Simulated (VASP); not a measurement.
Write the native input for VASP 6.6.1 that does the following.

- Task: single point
- Functional: PBE
- Potentials or basis: VASP PAW PBE potentials, release 64 (Ta_pv, H)
- Cutoff: 520 eV
- k mesh: 6 × 6 × 1
- Occupations: gaussian, width 0.1 eV
- Spin: no spin polarisation
- Dipole correction: yes
- Further INCAR settings: ALGO = Normal; EDIFF = 1e-06; NBANDS = 42

The structure of Ta6H lies in POSCAR:

```
Ta6H
1.0
    4.6937283341      0.0000000000      0.0000000000
   -2.3468641670      4.0648879758      0.0000000000
    0.0000000000      0.0000000000     19.9881921123
Ta H
6 1
Direct
    0.6666666667      0.3333333333      0.2001181486
    0.3333333333      0.6666666667      0.2480516124
    0.0000000000      0.0000000000      0.2959850763
    0.6666666667      0.3333333333      0.3401842451
    0.3333333333      0.6666666667      0.3819724402
    0.0000000000      0.0000000000      0.4246603227
    0.2222222222      0.4444444444      0.4663560184
```

These files were run (other wordings do the same):

INCAR

```
ALGO = Normal
DIPOL = 0.5 0.5 0.337
EDIFF = 1E-6
ENCUT = 520
GGA = PE
IDIPOL = 3
ISIF = 2
ISMEAR = 0
LASPH = True
LCHARG = False
LDIPOL = True
LREAL = False
LWAVE = False
NBANDS = 42
NELM = 100
PREC = Accurate
SIGMA = 0.1
```

KPOINTS

```
k-points
0
Gamma
  6 6 1
```

Potentials or basis: VASP PAW PBE potentials, release 64 (Ta_pv, H).

Command:

```console
$ cat potpaw_PBE.64/Ta_pv/POTCAR potpaw_PBE.64/H/POTCAR > POTCAR
$ mpirun -np 1 vasp_std > vasp.out
```

Results of the run:

- Largest force: 1.766 eV/Å

Wall time 4.3 min on 1 thread of AMD EPYC 9R45 96-Core Processor (Zen 5), with other jobs on the host, peak memory 0.52 GiB.
